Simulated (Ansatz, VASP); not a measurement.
## CoO in VASP and in Ansatz

File INCAR:

```
ALGO     = Normal         # electronic algorithm
EDIFF    = 1E-6           # SCF threshold, eV
ENCUT    = 700            # plane-wave cutoff, eV
GGA      = RP             # functional
GGA_COMPAT= False        
ISIF     = 2              # what is computed and relaxed
ISMEAR   = 0              # smearing method
ISPIN    = 2              # spin polarisation
IVDW     = 13             # dispersion correction
LASPH    = True           # aspherical terms in the spheres
LCHARG   = False          # write CHGCAR
LDAU     = True           # DFT+U
LDAUJ    = 0 0          
LDAUL    = 2 -1           # shell
LDAUPRINT= 1            
LDAUTYPE = 2            
LDAUU    = 3.3 0          # U, eV
LMAXMIX  = 4              # l up to which the mixer works
LORBIT   = 11             # projections on sites
LREAL    = False          # projectors in reciprocal space
LWAVE    = False          # write WAVECAR
MAGMOM   = 2.88 0.24      # initial moments
NBANDS   = 22             # bands
NELM     = 200            # most SCF steps
PREC     = Accurate       # precision mode
SIGMA    = 0.05           # smearing width, eV
```

File KPOINTS:

```
k-points
0
Gamma
  10 10 10
```

POSCAR

```
CoO
1.0
    0.0000000000      2.1462294328      2.1462294328
    2.1462294328      0.0000000000      2.1462294328
    2.1462294328      2.1462294328      0.0000000000
Co O
1 1
Direct
    0.0000000000      0.0000000000      0.0000000000
    0.5000000000      0.5000000000      0.5000000000
```

Input for Ansatz:

```yaml
crystal:
  lattice:
    - [0.0, 2.1462294328, 2.1462294328]
    - [2.1462294328, 0.0, 2.1462294328]
    - [2.1462294328, 2.1462294328, 0.0]
  atoms:
    - { symbol: Co, position: [0.0, 0.0, 0.0], spin: 2.89 }
    - { symbol: O, position: [0.5, 0.5, 0.5] }
basis:
  ecutwfc: 420
  ecutrho_ratio: 4
kpoints:
  mp_grid: { grid: [10, 10, 10] }
hamiltonian:
  xc: rpbe
  dispersion: d4
  hubbard:
    sites:
      - { species: Co, l: d, u_eff: 3.3, starting_ns: start.occupation_matrices }
    ns_hold: { iters: 6 }
scf:
  occupations: { method: gaussian, width: 0.05 }
  lower_state_search: "off"
output:
  forces: true
  stress: true
  eigenvalues: true
  populations: true
  hubbard: { sites: [{ species: Co, l: d }] }
magnetization:
  spin_polarized: true
```

Alike in both runs: task single point; functional RPBE; dispersion D4; k mesh 10 × 10 × 10; occupations gaussian, width 0.05 eV; collinear spin; Hubbard terms Co d U = 3.3 eV.

|  | VASP | Ansatz |
| --- | --- | --- |
| version | VASP 6.6.1 | Ansatz 0.2.0 |
| potentials or method | VASP PAW PBE potentials, release 64 (Co_sv, O), cutoff 700 eV | scalar-relativistic, plane waves, PAW |
| valence electrons in the cell | 23 | 23 |

Ansatz gave:

- pressure (GPa): 3.5
- net moment per atom (μB): 1.50
- size of the moment on the site where the two differ most (μB): 2.62

Which values does VASP return?

Pressure (GPa): -5.4; net moment per atom (μB): 1.50; size of the moment on the site where the two differ most (μB): 2.70.

VASP's potentials were made for PBE, not for RPBE. Site moments also hang on the region over which each program counts them. The programs project onto different local orbitals, so the same U acts differently, and such runs can settle in different states. Ansatz's warnings: symmetry narrowed by occupation matrices.
